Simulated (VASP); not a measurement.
A run of VASP 6.6.1 is set up as follows.

File POSCAR:

```
C
1.0
    0.0000000000      1.7714007132      1.7714007132
    1.7714007132      0.0000000000      1.7714007132
    1.7714007132      1.7714007132      0.0000000000
C
2
Direct
    0.7500000000      0.7500000000      0.7500000000
    0.5000000000      0.5000000000      0.5000000000
```

INCAR.step1

```
SYSTEM = C
ALGO     = Normal         ! electronic algorithm
EDIFF    = 1E-5           ! SCF threshold, eV
ENCUT    = 520            ! plane-wave cutoff, eV
GGA      = PE             ! functional
ISIF     = 2              ! what is computed and relaxed
ISMEAR   = -1             ! smearing method
LASPH    = .True.         ! aspherical terms in the spheres
LCHARG   = .False.        ! write CHGCAR
LREAL    = .False.        ! projectors in reciprocal space
LWAVE    = .True.         ! write WAVECAR
NBANDS   = 11             ! bands
NELM     = 60             ! most SCF steps
PREC     = Accurate       ! precision mode
SIGMA    = 0.05           ! smearing width, eV
```

File INCAR.step2:

```
SYSTEM = C
AEXX     = 0.25           ! exact-exchange fraction
ALGO     = Normal         ! electronic algorithm
EDIFF    = 1E-7           ! SCF threshold, eV
ENCUT    = 520            ! plane-wave cutoff, eV
GGA      = PS             ! functional
ISIF     = 2              ! what is computed and relaxed
ISMEAR   = -1             ! smearing method
ISTART   = 1            
LASPH    = .True.         ! aspherical terms in the spheres
LCHARG   = .False.        ! write CHGCAR
LHFCALC  = .True.         ! exact exchange
LREAL    = .False.        ! projectors in reciprocal space
LWAVE    = .False.        ! write WAVECAR
NBANDS   = 11             ! bands
NELM     = 60             ! most SCF steps
PREC     = Accurate       ! precision mode
PRECFOCK = Normal       
SIGMA    = 0.05           ! smearing width, eV
```

Contents of KPOINTS:

```
k-points
0
Gamma
  7 7 7
  0 0 0
```

Potentials or basis: VASP PAW PBE potentials, release 64 (C).

Launch:

```console
$ cat potpaw_PBE.64/C/POTCAR > POTCAR
$ cp INCAR.step1 INCAR
$ mpirun -np 1 vasp_std > vasp.out
$ cp INCAR.step2 INCAR
$ mpirun -np 1 vasp_std > vasp.out
```

Task: Estimate the pressure.

Result: -2.4 GPa.

Task: What does it give for the band gap on the k mesh?

Result: 6.13 eV (least direct gap 7.75 eV).

Caveat: the k points lie up to 0.44 Å⁻¹ apart; the PAW data sets were made with another functional, which shifts forces and pressure a little; an odd mesh through Γ misses points on the zone boundary, where band edges can lie.
